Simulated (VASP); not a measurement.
GaP: single point with LDA

The system is GaP.

```
CELL_PARAMETERS angstrom
0.00000 2.70446 2.70446
2.70446 0.00000 2.70446
2.70446 2.70446 0.00000
ATOMIC_POSITIONS crystal
Ga 0.00000 0.00000 0.00000
P 0.25000 0.25000 0.25000
```

```yaml
Program: VASP 6.6.1
Task: single point
Functional: LDA
Potentials_or_basis: VASP PAW LDA potentials, release 64 (Ga_d, P)
Cutoff: 520 eV
k_mesh: 6 × 6 × 6
Occupations: fermi-dirac, width 0.02 eV
Spin: no spin polarisation
Dipole_correction: no
Further_INCAR_settings: ALGO = Normal; EDIFF = 1e-07; NBANDS = 16
```

```yaml
Pressure: -0.7 GPa
Band_gap_on_the_k_mesh: 1.44 eV, indirect (least direct gap 1.83 eV)
```

Levels at points of the mesh, in eV from the valence-band top:
| k point | band 6 | band 7 | band 8 | band 9 | band 10 | band 11 | band 12 | band 13 |
| --- | --- | --- | --- | --- | --- | --- | --- | --- |
| (0.00, 0.00, 0.00) | -12.69 | 0.00 | 0.00 | 0.00 | 1.83 | 3.78 | 3.78 | 3.78 |
| (0.50, 0.00, 0.00) | -10.52 | -6.85 | -1.16 | -1.16 | 1.58 | 4.62 | 4.62 | 8.09 |
| (0.50, 0.50, 0.00) | -9.57 | -6.95 | -2.79 | -2.79 | 1.44 | 1.66 | 10.63 | 10.63 |

Wall time 6.6 s on 1 thread of AMD EPYC 7R13 Processor (Zen 3), with other jobs on the host, peak memory 0.11 GiB.

A k mesh can miss the band edges. LDA gaps usually lie below the measured ones, often by a third to a half.
